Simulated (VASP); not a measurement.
# SnO (P4/nmm) in VASP: single point with r2SCAN

Aim: the single point of SnO with r2SCAN.

Program: VASP 6.6.1. These are calculated values, not measurements. Logs are shortened: lines on timing, memory, paths and dates and some standing lists are left out, and cuts for length are marked.

**1. The cell of the first run**

The structure is tetragonal, space group P4/nmm (No. 129). Conventional cell: a = 3.849 Å, b = 3.849 Å, c = 4.894 Å, α = 90.00°, β = 90.00°, γ = 90.00°. Within 3.0 Å of Sn (site symmetry 4mm) lie 4 O at 2.25 Å. Within 3.0 Å of O (site symmetry -4m2) lie 4 Sn at 2.25 Å and 4 O at 2.72 Å.

**2. Single point, r2SCAN**

The input, POSCAR:

```
SnO
1.0
    3.8494000000      0.0000000000      0.0000000000
    0.0000000000      3.8494000000      0.0000000000
    0.0000000000      0.0000000000      4.8940000000
Sn O
2 2
Direct
    0.5000000000      0.0000000000      0.2377000000
    0.0000000000      0.5000000000      0.7623000000
    0.0000000000      0.0000000000      0.0000000000
    0.5000000000      0.5000000000      0.0000000000
```

The input, INCAR.step1:

```
ALGO = Normal ; EDIFF = 1E-4
ENCUT = 520 ; GGA = PE
ISMEAR = -1 ; LASPH = T
LCHARG = F ; LREAL = F
LWAVE = T ; NBANDS = 28
NELM = 80 ; PREC = Accurate
SIGMA = 0.1
```

The input, INCAR.step2:

```
ALGO = Normal ; EDIFF = 1E-6
ENCUT = 520 ; ISIF = 2
ISMEAR = -1 ; ISTART = 1
LASPH = T ; LCHARG = F
LMIXTAU = T ; LREAL = F
LWAVE = F ; METAGGA = R2SCAN
NBANDS = 28 ; NELM = 80
PREC = Accurate ; SIGMA = 0.1
```

The input, KPOINTS:

```
k-points
0
Gamma
  5 5 4
```

Potentials or basis: VASP PAW PBE potentials, release 64 (Sn_d, O).

Launch:

```bash
cat potpaw_PBE.64/Sn_d/POTCAR potpaw_PBE.64/O/POTCAR > POTCAR
cp INCAR.step1 INCAR
mpirun -np 1 vasp_std > vasp.out
cp INCAR.step2 INCAR
mpirun -np 1 vasp_std > vasp.out
```

OUTCAR:

```text
EDIFF = 1E-6
   ENCUT = 520
   ISIF = 2
   ISMEAR = -1
   ISTART = 1
   LASPH = T
   LREAL = F
   METAGGA = R2SCAN
   NELM = 80
   PREC = Accurate

 ion  position               nearest neighbor table
   1  0.500  0.000  0.238-   3 2.25   4 2.25   4 2.25   3 2.25   2 3.58   2 3.58   2 3.58   2 3.58
                             2 3.74   2 3.74   2 3.74   2 3.74
   2  0.000  0.500  0.762-   3 2.25   4 2.25   3 2.25   4 2.25   1 3.58   1 3.58   1 3.58   1 3.58
                             1 3.74   1 3.74   1 3.74   1 3.74
   3  0.000  0.000  0.000-   1 2.25   2 2.25   2 2.25   1 2.25
   4  0.500  0.500  0.000-   1 2.25   2 2.25   1 2.25   2 2.25

  LATTYP: Found a simple tetragonal cell.
 ALAT       =     3.8494000000
 C/A-ratio  =     1.2713669663

  Lattice vectors:

 A1 = (   3.8494000000,   0.0000000000,   0.0000000000)
 A2 = (   0.0000000000,   3.8494000000,   0.0000000000)
 A3 = (   0.0000000000,   0.0000000000,   4.8940000000)

Analysis of symmetry for initial positions (statically):
=====================================================================
 Subroutine PRICEL returns:
 Original cell was already a primitive cell.

 Routine SETGRP: Setting up the symmetry group for a
 simple tetragonal supercell.

 Subroutine GETGRP returns: Found 16 space group operations
 (whereof  8 operations were pure point group operations)
 out of a pool of 16 trial point group operations.

The static configuration has the point symmetry D_2d.
 The point group associated with its full space group is D_4h.

Analysis of symmetry for dynamics (positions and initial velocities):
=====================================================================
 Subroutine PRICEL returns:
 Original cell was already a primitive cell.

 Routine SETGRP: Setting up the symmetry group for a
 simple tetragonal supercell.

 Subroutine GETGRP returns: Found 16 space group operations
 (whereof  8 operations were pure point group operations)
 out of a pool of 16 trial point group operations.

The dynamic configuration has the point symmetry D_2d.
 The point group associated with its full space group is D_4h.

 Subroutine INISYM returns: Found 16 space group operations
 (whereof  8 operations are pure point group operations),
 and found     1 'primitive' translations

----------------------------------------------------------------------------------------

                                     Primitive cell

  volume of cell :      72.5187

  direct lattice vectors                    reciprocal lattice vectors
     3.849400000  0.000000000  0.000000000     0.259780745  0.000000000  0.000000000
     0.000000000  3.849400000  0.000000000     0.000000000  0.259780745  0.000000000
     0.000000000  0.000000000  4.894000000     0.000000000  0.000000000  0.204331835

  length of vectors
     3.849400000  3.849400000  4.894000000     0.259780745  0.259780745  0.204331835

  position of ions in fractional coordinates (direct lattice)
     0.500000000  0.000000000  0.237700000
     0.000000000  0.500000000  0.762300000
     0.000000000  0.000000000  0.000000000
     0.500000000  0.500000000  0.000000000

  ion indices of the primitive-cell ions
   primitive index   ion index
                 1           1
                 2           2
                 3           3
                 4           4

----------------------------------------------------------------------------------------

 KPOINTS: k-points

Automatic generation of k-mesh.
 Grid dimensions read from file:
 generate k-points for:    5    5    4

 Generating k-lattice:

  Cartesian coordinates                     Fractional coordinates (reciprocal lattice)
     0.051956149  0.000000000  0.000000000     0.200000000  0.000000000  0.000000000
     0.000000000  0.051956149  0.000000000     0.000000000  0.200000000  0.000000000
     0.000000000  0.000000000  0.051082959     0.000000000  0.000000000  0.250000000

  Length of vectors
     0.051956149  0.051956149  0.051082959

  Shift w.r.t. Gamma in fractional coordinates (k-lattice)
     0.000000000  0.000000000  0.000000000

 Subroutine IBZKPT returns following result:
 ===========================================

 Found     18 irreducible k-points:

 Following reciprocal coordinates:
            Coordinates               Weight
  0.000000  0.000000  0.000000      1.000000
  0.200000  0.000000  0.000000      4.000000
  0.400000  0.000000  0.000000      4.000000
  0.200000  0.200000  0.000000      4.000000
  0.400000  0.200000  0.000000      8.000000
  0.400000  0.400000  0.000000      4.000000
[... 10 lines left out ...]
  0.400000  0.200000  0.500000      8.000000
  0.400000  0.400000  0.500000      4.000000
   k-points           NKPTS =     18   k-points in BZ     NKDIM =     18   number of bands    NBANDS=     28
   number of dos      NEDOS =    301   number of ions     NIONS =      4
   total plane-waves  NPLWV =  32400
   dimension x,y,z NGX =    30 NGY =   30 NGZ =   36
   dimension x,y,z NGXF=    60 NGYF=   60 NGZF=   72
   ions per type =               2   2
   NGX,Y,Z   is equivalent  to a cutoff of  12.96, 12.96, 12.23 a.u.
   NGXF,Y,Z  is equivalent  to a cutoff of  25.91, 25.91, 24.46 a.u.
 SYSTEM =  unknown system
   PREC   = accura    normal or accurate (medium, high low for compatibility)
   ISTART =      1    job   : 0-new  1-cont  2-samecut
   ICHARG =      0    charge: 1-file 2-atom 10-const
   ISPIN  =      1    spin polarized calculation?
   LNONCOLLINEAR =      F non collinear calculations
   LSORBIT =      F    spin-orbit coupling
   LASPH  =      T    aspherical Exc in radial PAW
   ENCUT  =  520.0 eV  38.22 Ry    6.18 a.u.   7.16  7.16  9.10*2*pi/ulx,y,z
   NELM   =     80;   NELMIN=  2; NELMDL=  0     # of ELM steps
   EDIFF  = 0.1E-05   stopping-criterion for ELM
   LREAL  =      F    real-space projection
   EDIFFG = 0.1E-04   stopping-criterion for IOM
   NSW    =      0    number of steps for IOM
   IBRION =     -1    ionic relax: 0-MD 1-quasi-New 2-CG
   NFREE  =      0    steps in history (QN), initial steepest desc. (CG)
   ISIF   =      2    stress and relaxation
   ISYM   =      2    0-nonsym 1-usesym 2-fastsym
   POTIM  = 0.5000    time-step for ionic-motion
   TEBEG  =    0.0;   TEEND  =   0.0 temperature during run
   PSTRESS=    0.0 pullay stress
   NELECT =      40.0000    total number of electrons
   NUPDOWN=      -1.0000    fix difference up-down
   EMIN   =  10.00;   EMAX   =-10.00  energy-range for DOS
   EFERMI =   0.00;   METHOD = LEGACY
   ISMEAR =    -1;   SIGMA  =   0.10  broadening in eV -4-tet -1-fermi 0-gaus
   EFERMI_NEDOS =   21; number of points for ismear=-14 and -15
   IALGO  =     38    algorithm
   IMIX   =      4    mixing-type and parameters
     AMIX     =   0.40;   BMIX     =  1.00
     AMIX_MAG =   1.60;   BMIX_MAG =  1.00
  volume/ion in A,a.u.               =      18.13       122.35
  Fermi-wavevector in a.u.,A,eV,Ry     =   1.342594  2.537135 24.525312  1.802560
  Thomas-Fermi vector in A             =   2.470736
   LORBIT       =      0    0 simple, 1 ext, 2 COOP (PROOUT), +10 PAW based schemes
   METAGGA = R2SCAN    functional components
   LHFCALC =     F    Hartree Fock is set to
   AEXX    =    0.0000 exact exchange contribution
   IVDW    =     0    specifies the selected vdW correction
   LEPSILON=     F    determine dielectric tensor
   LRPA    =     F    only Hartree local field effects (RPA)
 non-spin polarized calculation
  energy-cutoff  :      520.00
  volume of cell :       72.52
 maximum number of plane-waves:      1966
 NGX is ok and might be reduce to    30
   NGX = 15   NGY = 15   NGZ = 19

 number of electron      40.0000011 magnetization

 Free energy of the ion-electron system (eV)
  ---------------------------------------------------
  ext. energy  EPLUGINS =         0.00000000
  ---------------------------------------------------
  free energy    TOTEN  =       -66.88727289 eV

  energy without entropy =      -66.88609135  energy(sigma->0) =      -66.88668212

 E-fermi :   6.9393     XC(G=0): -10.7456

 val. band max:        6.6309508025   @ k =   0.0000   0.0000   0.0000
 cond. band min:       7.3612914398   @ k =   0.4000   0.4000   0.0000
 fundamental gap:      0.7303406373
 Fermi energy:         6.9393490832

 k-point     1 :       0.0000    0.0000    0.0000
  band No.  band energies     occupation
      1     -16.1100      2.00000
      2     -15.6359      2.00000
      3     -15.6239      2.00000
      4     -15.6239      2.00000
      5     -15.5880      2.00000
      6     -15.5626      2.00000
[... 20 lines left out ...]
     27      13.6862      0.00000
     28      14.3859      0.00000

 k-point     2 :       0.2000    0.0000    0.0000
  band No.  band energies     occupation
      1     -16.0874      2.00000
      2     -15.6962      2.00000
      3     -15.6182      2.00000
      4     -15.6153      2.00000
      5     -15.6081      2.00000
      6     -15.5902      2.00000
[... 20 lines left out ...]
     27      14.0961      0.00000
     28      16.6891      0.00000

 k-point     3 :       0.4000    0.0000    0.0000
  band No.  band energies     occupation
      1     -16.0227      2.00000
      2     -15.8962      2.00000
      3     -15.6021      2.00000
      4     -15.5984      2.00000
      5     -15.5936      2.00000
      6     -15.5929      2.00000
[... 20 lines left out ...]
     27      14.8073      0.00000
     28      16.4819      0.00000

 k-point     4 :       0.2000    0.2000    0.0000
  band No.  band energies     occupation
      1     -16.0723      2.00000
      2     -15.7813      2.00000
      3     -15.6292      2.00000
      4     -15.6167      2.00000
      5     -15.5907      2.00000
      6     -15.5899      2.00000
[... 20 lines left out ...]
     27      15.5713      0.00000
     28      15.9441      0.00000

 k-point     5 :       0.4000    0.2000    0.0000
  band No.  band energies     occupation
      1     -16.0286      2.00000
      2     -15.9335      2.00000
      3     -15.6145      2.00000
      4     -15.6028      2.00000
      5     -15.5920      2.00000
      6     -15.5878      2.00000
[... 20 lines left out ...]
     27      14.7947      0.00000
     28      15.3514      0.00000

 k-point     6 :       0.4000    0.4000    0.0000
  band No.  band energies     occupation
      1     -16.0366      2.00000
      2     -16.0049      2.00000
      3     -15.6017      2.00000
      4     -15.5995      2.00000
      5     -15.5926      2.00000
      6     -15.5847      2.00000
[... 277 lines left out ...]
      5     -15.5925      2.00000
      6     -15.5884      2.00000
[... 20 lines left out ...]
     27      15.7364      0.00000
     28      16.7614      0.00000

 k-point    16 :       0.2000    0.2000    0.5000
  band No.  band energies     occupation
      1     -16.0646      2.00000
      2     -15.7967      2.00000
      3     -15.6286      2.00000
      4     -15.6100      2.00000
      5     -15.5919      2.00000
      6     -15.5764      2.00000
[... 20 lines left out ...]
     27      16.8992      0.00000
     28      17.3137      0.00000

 k-point    17 :       0.4000    0.2000    0.5000
  band No.  band energies     occupation
      1     -16.0247      2.00000
      2     -15.9365      2.00000
      3     -15.6157      2.00000
      4     -15.6132      2.00000
      5     -15.5869      2.00000
      6     -15.5854      2.00000
[... 20 lines left out ...]
     27      17.0888      0.00000
     28      17.3390      0.00000

 k-point    18 :       0.4000    0.4000    0.5000
  band No.  band energies     occupation
      1     -16.0161      2.00000
      2     -15.9848      2.00000
      3     -15.6012      2.00000
      4     -15.5918      2.00000
      5     -15.5874      2.00000
      6     -15.5825      2.00000
[... 20 lines left out ...]
     27      17.0224      0.00000
     28      17.1291      0.00000

------------------------ aborting loop because EDIFF is reached ----------------------------------------

  FORCE on cell =-STRESS in cart. coord.  units (eV):
  Direction    XX          YY          ZZ          XY          YZ          ZX
  --------------------------------------------------------------------------------------
  -------------------------------------------------------------------------------------
  Total       -1.2810983     -1.2810983     -0.9175157      0.0000000      0.0000000      0.0000000
  in kB      -28.3036856    -28.3036856    -20.2709469      0.0000000      0.0000000      0.0000000
  external PRESSURE =     -25.6261060 kB  Pullay stress =       0.0000000 kB

 VOLUME and BASIS-vectors are now :
 -----------------------------------------------------------------------------
  energy-cutoff  :      520.00
  volume of cell :       72.52
      direct lattice vectors                 reciprocal lattice vectors
     3.849400000  0.000000000  0.000000000     0.259780745  0.000000000  0.000000000
     0.000000000  3.849400000  0.000000000     0.000000000  0.259780745  0.000000000
     0.000000000  0.000000000  4.894000000     0.000000000  0.000000000  0.204331835

 POSITION                                       TOTAL-FORCE (eV/Angst)
 -----------------------------------------------------------------------------------
      1.92470      0.00000      1.16330        -0.000000      0.000000     -0.441443
      0.00000      1.92470      3.73070        -0.000000      0.000000      0.441443
      0.00000      0.00000      0.00000        -0.000000      0.000000      0.000000
      1.92470      1.92470      0.00000         0.000000     -0.000000      0.000000
 -----------------------------------------------------------------------------------
    total drift:                                0.000000      0.000000      0.000000

  FREE ENERGIE OF THE ION-ELECTRON SYSTEM (eV)
  ---------------------------------------------------
  free  energy   TOTEN  =       -66.8872728942 eV

  energy  without entropy=      -66.8860913549  energy(sigma->0) =      -66.88668212
```

Run time: 2.2 min. Hardware: 1 thread of Intel Xeon 6975P-C, shared host; peak memory 0.19 GiB.

Results:

| Quantity | Value |
| --- | --- |
| Free energy | -66.8873 eV |
| Pressure | -2.6 GPa |
| Largest force | 0.441 eV/Å |
| Band gap on the k mesh | 0.73 eV, indirect (least direct gap 2.37 eV) |

Forces in eV/Å, atoms in the order of the input:
```
Sn   0.000  0.000 -0.441
Sn   0.000  0.000  0.441
O    0.000  0.000  0.000
O    0.000  0.000  0.000
```

Stress tensor (GPa, compression positive):
```
-2.83  0.00  0.00
 0.00 -2.83  0.00
 0.00  0.00 -2.03
```

Caveat: the PAW data sets were made with another functional, which shifts forces and pressure a little; spin-orbit coupling is left out, which moves the levels of the heavy elements.
